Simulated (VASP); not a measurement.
Set up this calculation in VASP 6.6.1, as the native input.

| Item | Value |
| --- | --- |
| Task | single point |
| Functional | LDA |
| Potentials or basis | VASP PAW LDA potentials, release 64 (Ta_pv, As) |
| Cutoff | 520 eV |
| k mesh | 5 × 5 × 5 |
| Occupations | gaussian, width 0.02 eV |
| Spin | no spin polarisation |
| Dipole correction | no |
| Further INCAR settings | ALGO = Normal; EDIFF = 1e-06; NBANDS = 24 |

The structure of TaAs lies in POSCAR:

```
TaAs
1.0
   -1.7218130000      1.7218130000      5.8679420000
    1.7218130000     -1.7218130000      5.8679420000
    1.7218130000      1.7218130000     -5.8679420000
Ta As
2 2
Direct
    0.4988763304      0.9982789094      0.5062675702
    0.7488915204      0.7482622243      0.0062601116
    0.0814179400      0.5808025980      0.5062924773
    0.3314253819      0.3307978332      0.0062868962
```

These files were run (other wordings do the same):

INCAR

```
  PREC = Accurate
  ENCUT = 520
  EDIFF = 1E-6
  ISMEAR = 0
  SIGMA = 0.02
  LREAL = False
  LASPH = True
  NELM = 60
  ALGO = Normal
  ISIF = 2
  LWAVE = False
  LCHARG = False
  GGA = CA
  NBANDS = 24
```

KPOINTS

```
Automatic mesh
0
Gamma
  5 5 5
```

Potentials or basis: VASP PAW LDA potentials, release 64 (Ta_pv, As).

Run with:

```sh
$ cat potpaw_LDA.64/Ta_pv/POTCAR potpaw_LDA.64/As/POTCAR > POTCAR
$ mpirun -np 1 vasp_std > vasp.out
```

Results of the run:

| Quantity | Value |
| --- | --- |
| Pressure | -6.4 GPa |
| Band gap on the k mesh | 0.25 eV, indirect (least direct gap 0.35 eV) |

Caveat: the k points lie up to 0.52 Å⁻¹ apart; spin-orbit coupling is left out, which moves the levels of the heavy elements.

Run time: 6.9 min on 1 thread of AMD EPYC 7R13, on a shared host, peak memory 0.29 GiB.
